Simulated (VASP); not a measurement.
# AlIn2N3 (P4/mmm) in VASP: further runs, part 2 of 2

VASP 6.6.1.

### Step 3. Single point, PBE

This run uses another cell than the first one, of 18.04 Å³/atom.

INCAR

```
SYSTEM = AlIn2N3
PREC = Accurate
ENCUT = 520
EDIFF = 1E-7
ISMEAR = 0
SIGMA = 0.1
LREAL = .False.
LASPH = .True.
NELM = 60
ALGO = Normal
ISIF = 2
LWAVE = .False.
LCHARG = .False.
GGA = PE
NBANDS = 31
```

KPOINTS

```
regular mesh
0
Gamma
  4 4 4
  0 0 0
```

POSCAR

```
AlIn2N3
1.0
    4.2134094300      0.0000000000      0.0000000000
    0.0000000000      4.2134094300      0.0000000000
    0.0000000000      0.0000000000      6.0983115900
Al In N
1 2 3
Direct
    0.5000000000      0.5000000000      0.5000000000
    0.5000000000      0.0000000000      0.0000000000
    0.0000000000      0.5000000000      0.0000000000
    0.5000000000      0.0000000000      0.5000000000
    0.0000000000      0.5000000000      0.5000000000
    0.5000000000      0.5000000000      0.0000000000
```

Potentials or basis: VASP PAW PBE potentials, release 64 (Al, In_d, N).

Command:

```console
> cat potpaw_PBE.64/Al/POTCAR potpaw_PBE.64/In_d/POTCAR potpaw_PBE.64/N/POTCAR > POTCAR
> mpirun -np 1 vasp_std > vasp.out
```

OUTCAR:

```text
SYSTEM = AlIn2N3
   PREC = Accurate
   ENCUT = 520
   EDIFF = 1E-7
   ISMEAR = 0
   LREAL = .False.
   LASPH = .True.
   NELM = 60
   ISIF = 2
   GGA = PE

 ion  position               nearest neighbor table
   1  0.500  0.500  0.500-   4 2.11   5 2.11   4 2.11   5 2.11
   2  0.500  0.000  0.000-   6 2.11   6 2.11   3 2.98   3 2.98   3 2.98   3 2.98
   3  0.000  0.500  0.000-   6 2.11   6 2.11   2 2.98   2 2.98   2 2.98   2 2.98
   4  0.500  0.000  0.500-   1 2.11   1 2.11
   5  0.000  0.500  0.500-   1 2.11   1 2.11
   6  0.500  0.500  0.000-   2 2.11   3 2.11   2 2.11   3 2.11

  LATTYP: Found a simple tetragonal cell.
 ALAT       =     4.2134094300
 C/A-ratio  =     1.4473579393

  Lattice vectors:

 A1 = (   4.2134094300,   0.0000000000,   0.0000000000)
 A2 = (   0.0000000000,   4.2134094300,   0.0000000000)
 A3 = (   0.0000000000,   0.0000000000,   6.0983115900)

Analysis of symmetry for initial positions (statically):
=====================================================================
 Subroutine PRICEL returns:
 Original cell was already a primitive cell.

 Routine SETGRP: Setting up the symmetry group for a
 simple tetragonal supercell.

 Subroutine GETGRP returns: Found 16 space group operations
 (whereof 16 operations were pure point group operations)
 out of a pool of 16 trial point group operations.

The static configuration has the point symmetry D_4h.

Analysis of symmetry for dynamics (positions and initial velocities):
=====================================================================
 Subroutine PRICEL returns:
 Original cell was already a primitive cell.

 Routine SETGRP: Setting up the symmetry group for a
 simple tetragonal supercell.

 Subroutine GETGRP returns: Found 16 space group operations
 (whereof 16 operations were pure point group operations)
 out of a pool of 16 trial point group operations.

The dynamic configuration has the point symmetry D_4h.
[... 121 lines left out ...]
  volume/ion in A,a.u.               =      18.04       121.76
  Fermi-wavevector in a.u.,A,eV,Ry     =   1.212644  2.291565 20.007450  1.470506
  Thomas-Fermi vector in A             =   2.348122
   LORBIT       =      0    0 simple, 1 ext, 2 COOP (PROOUT), +10 PAW based schemes
   GGA     = PE    functional components
   LHFCALC =     F    Hartree Fock is set to
   AEXX    =    0.0000 exact exchange contribution
   IVDW    =     0    specifies the selected vdW correction
   LEPSILON=     F    determine dielectric tensor
   LRPA    =     F    only Hartree local field effects (RPA)
 non-spin polarized calculation
 Gauss-broadening in eV      SIGMA  =   0.10
  energy-cutoff  :      520.00
  volume of cell :      108.26
 maximum number of plane-waves:      2940
 NGX is ok and might be reduce to    32
   NGX = 15   NGY = 15   NGZ = 23

 number of electron      44.0000008 magnetization

 Free energy of the ion-electron system (eV)
  ---------------------------------------------------
  ext. energy  EPLUGINS =         0.00000000
  ---------------------------------------------------
  free energy    TOTEN  =       -27.51433707 eV

  energy without entropy =      -27.49863210  energy(sigma->0) =      -27.50648459

 E-fermi :   4.3777     XC(G=0):  -9.6242

 val. band max:        4.3438722875   @ k =   0.2500   0.2500   0.5000
 cond. band min:       4.4603956494   @ k =   0.2500   0.0000   0.0000
 fundamental gap:      0.1165233620
 Fermi energy:         4.3777264012

 k-point     1 :       0.0000    0.0000    0.0000
  band No.  band energies     occupation
      1     -13.0777      2.00000
      2     -10.8198      2.00000
      3     -10.5322      2.00000
      4     -10.3197      2.00000
      5     -10.3197      2.00000
      6     -10.0555      2.00000
[... 601 lines left out ...]
     30      11.3821      0.00000
     31      11.7770      0.00000

------------------------ aborting loop because EDIFF is reached ----------------------------------------

  FORCE on cell =-STRESS in cart. coord.  units (eV):
  Direction    XX          YY          ZZ          XY          YZ          ZX
  --------------------------------------------------------------------------------------
  -------------------------------------------------------------------------------------
  Total       -2.7350824     -2.7350824     -9.4054615      0.0000000      0.0000000     -0.0000000
  in kB      -40.4766027    -40.4766027   -139.1918333      0.0000000      0.0000000     -0.0000000
  external PRESSURE =     -73.3816796 kB  Pullay stress =       0.0000000 kB

 VOLUME and BASIS-vectors are now :
 -----------------------------------------------------------------------------
  energy-cutoff  :      520.00
  volume of cell :      108.26
      direct lattice vectors                 reciprocal lattice vectors
     4.213409430  0.000000000  0.000000000     0.237337486  0.000000000  0.000000000
     0.000000000  4.213409430  0.000000000     0.000000000  0.237337486  0.000000000
     0.000000000  0.000000000  6.098311590     0.000000000  0.000000000  0.163979814

 POSITION                                       TOTAL-FORCE (eV/Angst)
 -----------------------------------------------------------------------------------
      2.10670      2.10670      3.04916         0.000000      0.000000      0.000000
      2.10670      0.00000      0.00000         0.000000      0.000000      0.000000
      0.00000      2.10670      0.00000         0.000000      0.000000      0.000000
      2.10670      0.00000      3.04916         0.000000      0.000000      0.000000
      0.00000      2.10670      3.04916         0.000000      0.000000      0.000000
      2.10670      2.10670      0.00000         0.000000      0.000000      0.000000
 -----------------------------------------------------------------------------------
    total drift:                                0.000000      0.000000     -0.000000

  FREE ENERGIE OF THE ION-ELECTRON SYSTEM (eV)
  ---------------------------------------------------
  free  energy   TOTEN  =       -27.5143370739 eV

  energy  without entropy=      -27.4986320991  energy(sigma->0) =      -27.50648459
```

Run time: 64 s. Hardware: 1 thread of Intel Xeon Platinum 8488C (Sapphire Rapids), shared host; peak memory 0.23 GiB.

What came out:

```
Free energy            : -27.5143 eV
Pressure               : -7.3 GPa
Band gap on the k mesh : zero (bands 22 and 23 overlap by 0.90 eV)
```

Stress tensor (GPa, compression positive):
```
 -4.05   0.00   0.00
  0.00  -4.05   0.00
  0.00   0.00 -13.92
```

Caveat: the k points lie up to 0.37 Å⁻¹ apart, too coarse for converged energies and pressures of a metal; spin-orbit coupling is left out, which moves the levels of the heavy elements.

### Step 4. Single point, PBE

INCAR

```
ALGO     = Normal         # electronic algorithm
EDIFF    = 1E-7           # SCF threshold, eV
ENCUT    = 520            # plane-wave cutoff, eV
GGA      = PE             # functional
ISIF     = 2              # what is computed and relaxed
ISMEAR   = 0              # smearing method
LASPH    = T              # aspherical terms in the spheres
LCHARG   = F              # write CHGCAR
LREAL    = F              # projectors in reciprocal space
LWAVE    = F              # write WAVECAR
NBANDS   = 31             # bands
NELM     = 80             # most SCF steps
PREC     = Accurate       # precision mode
SIGMA    = 0.1            # smearing width, eV
```

KPOINTS

```
k-points
0
Gamma
  8 8 10
```

POSCAR: that of step 3 with these lines changed.

```diff
@@ -2,5 +2,5 @@
 1.0
-    4.2134094300      0.0000000000      0.0000000000
-    0.0000000000      4.2134094300      0.0000000000
-    0.0000000000      0.0000000000      6.0983115900
+    4.5966067722      0.0000000000      0.0000000000
+    0.0000000000      4.5966067722      0.0000000000
+    0.0000000000      0.0000000000      4.1278497239
 Al In N
```

Potentials or basis: VASP PAW PBE potentials, release 64 (Al, In_d, N).

Command:

```console
> cat potpaw_PBE.64/Al/POTCAR potpaw_PBE.64/In_d/POTCAR potpaw_PBE.64/N/POTCAR > POTCAR
> mpirun -np 1 vasp_std > vasp.out
```

OUTCAR:

```text
EDIFF = 1E-7
   ENCUT = 520
   GGA = PE
   ISIF = 2
   ISMEAR = 0
   LASPH = T
   LREAL = F
   NELM = 80
   PREC = Accurate

 ion  position               nearest neighbor table
   1  0.500  0.500  0.500-   6 2.06   6 2.06   4 2.30   5 2.30   4 2.30   5 2.30   3 3.09   3 3.09
                             2 3.09   2 3.09   2 3.09   3 3.09   2 3.09   3 3.09
   2  0.500  0.000  0.000-   4 2.06   4 2.06   6 2.30   6 2.30   1 3.09   1 3.09   1 3.09   1 3.09
                             3 3.25   3 3.25   3 3.25   3 3.25
   3  0.000  0.500  0.000-   5 2.06   5 2.06   6 2.30   6 2.30   1 3.09   1 3.09   1 3.09   1 3.09
                             2 3.25   2 3.25   2 3.25   2 3.25
   4  0.500  0.000  0.500-   2 2.06   2 2.06   1 2.30   1 2.30
   5  0.000  0.500  0.500-   3 2.06   3 2.06   1 2.30   1 2.30
   6  0.500  0.500  0.000-   1 2.06   1 2.06   3 2.30   2 2.30   2 2.30   3 2.30

  LATTYP: Found a simple tetragonal cell.
 ALAT       =     4.5966067722
 C/A-ratio  =     0.8980210683

  Lattice vectors:

 A1 = (   4.5966067722,   0.0000000000,   0.0000000000)
 A2 = (   0.0000000000,   4.5966067722,   0.0000000000)
 A3 = (   0.0000000000,   0.0000000000,   4.1278497239)

Analysis of symmetry for initial positions (statically):
=====================================================================
 Subroutine PRICEL returns:
 Original cell was already a primitive cell.

 Routine SETGRP: Setting up the symmetry group for a
 simple tetragonal supercell.

 Subroutine GETGRP returns: Found 16 space group operations
 (whereof 16 operations were pure point group operations)
 out of a pool of 16 trial point group operations.

The static configuration has the point symmetry D_4h.

Analysis of symmetry for dynamics (positions and initial velocities):
=====================================================================
 Subroutine PRICEL returns:
 Original cell was already a primitive cell.

 Routine SETGRP: Setting up the symmetry group for a
 simple tetragonal supercell.

 Subroutine GETGRP returns: Found 16 space group operations
 (whereof 16 operations were pure point group operations)
 out of a pool of 16 trial point group operations.

The dynamic configuration has the point symmetry D_4h.

 Subroutine INISYM returns: Found 16 space group operations
 (whereof 16 operations are pure point group operations),
 and found     1 'primitive' translations

----------------------------------------------------------------------------------------

                                     Primitive cell

  volume of cell :      87.2165

  direct lattice vectors                    reciprocal lattice vectors
     4.596606772  0.000000000  0.000000000     0.217551783  0.000000000  0.000000000
     0.000000000  4.596606772  0.000000000     0.000000000  0.217551783  0.000000000
     0.000000000  0.000000000  4.127849724     0.000000000  0.000000000  0.242256881

  length of vectors
     4.596606772  4.596606772  4.127849724     0.217551783  0.217551783  0.242256881

  position of ions in fractional coordinates (direct lattice)
     0.500000000  0.500000000  0.500000000
     0.500000000  0.000000000  0.000000000
     0.000000000  0.500000000  0.000000000
     0.500000000  0.000000000  0.500000000
     0.000000000  0.500000000  0.500000000
     0.500000000  0.500000000  0.000000000

[... 32 lines left out ...]

 Found     90 irreducible k-points:

 Following reciprocal coordinates:
            Coordinates               Weight
  0.000000  0.000000  0.000000      1.000000
  0.125000  0.000000  0.000000      4.000000
  0.250000  0.000000  0.000000      4.000000
  0.375000  0.000000  0.000000      4.000000
  0.500000  0.000000  0.000000      2.000000
  0.125000  0.125000  0.000000      4.000000
[... 16 lines left out ...]
  0.375000  0.125000  0.100000     16.000000
  0.500000  0.125000  0.100000      8.000000
 [... further k-points ...]
   k-points           NKPTS =     90   k-points in BZ     NKDIM =     90   number of bands    NBANDS=     31
   number of dos      NEDOS =    301   number of ions     NIONS =      6
   total plane-waves  NPLWV =  41472
   dimension x,y,z NGX =    36 NGY =   36 NGZ =   32
   dimension x,y,z NGXF=    72 NGYF=   72 NGZF=   64
   ions per type =               1   2   3
   NGX,Y,Z   is equivalent  to a cutoff of  13.02, 13.02, 12.89 a.u.
   NGXF,Y,Z  is equivalent  to a cutoff of  26.04, 26.04, 25.78 a.u.
 SYSTEM =  unknown system
   PREC   = accura    normal or accurate (medium, high low for compatibility)
   ISTART =      0    job   : 0-new  1-cont  2-samecut
   ICHARG =      2    charge: 1-file 2-atom 10-const
   ISPIN  =      1    spin polarized calculation?
   LNONCOLLINEAR =      F non collinear calculations
   LSORBIT =      F    spin-orbit coupling
   LASPH  =      T    aspherical Exc in radial PAW
   ENCUT  =  520.0 eV  38.22 Ry    6.18 a.u.   8.55  8.55  7.68*2*pi/ulx,y,z
   NELM   =     80;   NELMIN=  2; NELMDL= -5     # of ELM steps
   EDIFF  = 0.1E-06   stopping-criterion for ELM
   LREAL  =      F    real-space projection
   EDIFFG = 0.1E-05   stopping-criterion for IOM
   NSW    =      0    number of steps for IOM
   IBRION =     -1    ionic relax: 0-MD 1-quasi-New 2-CG
   NFREE  =      0    steps in history (QN), initial steepest desc. (CG)
   ISIF   =      2    stress and relaxation
   ISYM   =      2    0-nonsym 1-usesym 2-fastsym
   POTIM  = 0.5000    time-step for ionic-motion
   TEBEG  =    0.0;   TEEND  =   0.0 temperature during run
   PSTRESS=    0.0 pullay stress
   NELECT =      44.0000    total number of electrons
   NUPDOWN=      -1.0000    fix difference up-down
   EMIN   =  10.00;   EMAX   =-10.00  energy-range for DOS
   EFERMI =   0.00;   METHOD = LEGACY
   ISMEAR =     0;   SIGMA  =   0.10  broadening in eV -4-tet -1-fermi 0-gaus
   EFERMI_NEDOS =   21; number of points for ismear=-14 and -15
   IALGO  =     38    algorithm
   IMIX   =      4    mixing-type and parameters
     AMIX     =   0.40;   BMIX     =  1.00
     AMIX_MAG =   1.60;   BMIX_MAG =  1.00
  volume/ion in A,a.u.               =      14.54        98.09
  Fermi-wavevector in a.u.,A,eV,Ry     =   1.303245  2.462777 23.108795  1.698449
  Thomas-Fermi vector in A             =   2.434260
   LORBIT       =      0    0 simple, 1 ext, 2 COOP (PROOUT), +10 PAW based schemes
   GGA     = PE    functional components
   LHFCALC =     F    Hartree Fock is set to
   AEXX    =    0.0000 exact exchange contribution
   IVDW    =     0    specifies the selected vdW correction
   LEPSILON=     F    determine dielectric tensor
   LRPA    =     F    only Hartree local field effects (RPA)
 non-spin polarized calculation
 Gauss-broadening in eV      SIGMA  =   0.10
  energy-cutoff  :      520.00
  volume of cell :       87.22
 maximum number of plane-waves:      2383
 NGX is ok and might be reduce to    36
   NGX = 17   NGY = 17   NGZ = 15

 number of electron      43.9999976 magnetization

 Free energy of the ion-electron system (eV)
  ---------------------------------------------------
  ext. energy  EPLUGINS =         0.00000000
  ---------------------------------------------------
  free energy    TOTEN  =       -31.12664311 eV

  energy without entropy =      -31.11740657  energy(sigma->0) =      -31.12202484

 E-fermi :   6.6539     XC(G=0): -10.5639

 val. band max:        6.6367674930   @ k =   0.5000   0.2500   0.4000
 cond. band min:       6.6566010949   @ k =   0.3750   0.3750   0.2000
 fundamental gap:      0.0198336019
 Fermi energy:         6.6539308250

 k-point     1 :       0.0000    0.0000    0.0000
  band No.  band energies     occupation
      1      -9.6859      2.00000
      2      -9.2177      2.00000
      3      -8.9290      2.00000
      4      -7.9706      2.00000
      5      -7.5493      2.00000
      6      -7.5493      2.00000
[... 805 lines left out ...]
     30      15.2036      0.00000
     31      15.2507      0.00000

 [... further k-points ...]
[... 5 lines left out ...]
  --------------------------------------------------------------------------------------
  -------------------------------------------------------------------------------------
  Total       -0.0067967     -0.0067967      0.1080291      0.0000000      0.0000000      0.0000000
  in kB       -0.1248568     -0.1248568      1.9845068      0.0000000      0.0000000      0.0000000
  external PRESSURE =       0.5782644 kB  Pullay stress =       0.0000000 kB

 VOLUME and BASIS-vectors are now :
 -----------------------------------------------------------------------------
  energy-cutoff  :      520.00
  volume of cell :       87.22
      direct lattice vectors                 reciprocal lattice vectors
     4.596606772  0.000000000  0.000000000     0.217551783  0.000000000  0.000000000
     0.000000000  4.596606772  0.000000000     0.000000000  0.217551783  0.000000000
     0.000000000  0.000000000  4.127849724     0.000000000  0.000000000  0.242256881

 POSITION                                       TOTAL-FORCE (eV/Angst)
 -----------------------------------------------------------------------------------
      2.29830      2.29830      2.06392         0.000000      0.000000      0.000000
      2.29830      0.00000      0.00000         0.000000      0.000000      0.000000
      0.00000      2.29830      0.00000         0.000000      0.000000      0.000000
      2.29830      0.00000      2.06392         0.000000      0.000000      0.000000
      0.00000      2.29830      2.06392         0.000000      0.000000      0.000000
      2.29830      2.29830      0.00000         0.000000      0.000000      0.000000
 -----------------------------------------------------------------------------------
    total drift:                                0.000000     -0.000000     -0.000000

  FREE ENERGIE OF THE ION-ELECTRON SYSTEM (eV)
  ---------------------------------------------------
  free  energy   TOTEN  =       -31.1266431073 eV

  energy  without entropy=      -31.1174065706  energy(sigma->0) =      -31.12202484
```

It took 3.9 min on 1 thread of Intel Xeon Platinum 8488C (Sapphire Rapids), shared host; peak memory 0.33 GiB.

What came out:

```yaml
Free_energy: -31.1266 eV
Pressure: 0.1 GPa
Band_gap_on_the_k_mesh: zero (bands 22 and 23 overlap by 1.13 eV)
```

Caveat: spin-orbit coupling is left out, which moves the levels of the heavy elements.

### Step 5. Overview

| cell | k mesh | gap on the mesh (eV) | pressure (GPa) |
| --- | --- | --- | --- |
| a = 4.598, b = 4.598, c = 4.120 Å, 6 atoms | 4 × 4 × 4 | none | 0.2 |
| a = 4.213, b = 4.213, c = 6.098 Å, 6 atoms | 4 × 4 × 4 | none | -7.3 |
| a = 4.597, b = 4.597, c = 4.128 Å, 6 atoms | 8 × 8 × 10 | none | 0.1 |

Alike in all rows: task single point; level PBE; potentials or basis VASP PAW PBE potentials, release 64 (Al, In_d, N); no spin polarisation; cutoff (eV) 520; smearing gaussian 0.1 eV.

Caveats: some runs use coarse meshes; spin-orbit coupling is left out, which moves the levels of the heavy elements.

Total energies depend on the potentials used, so only differences within one code and one set of settings carry meaning.
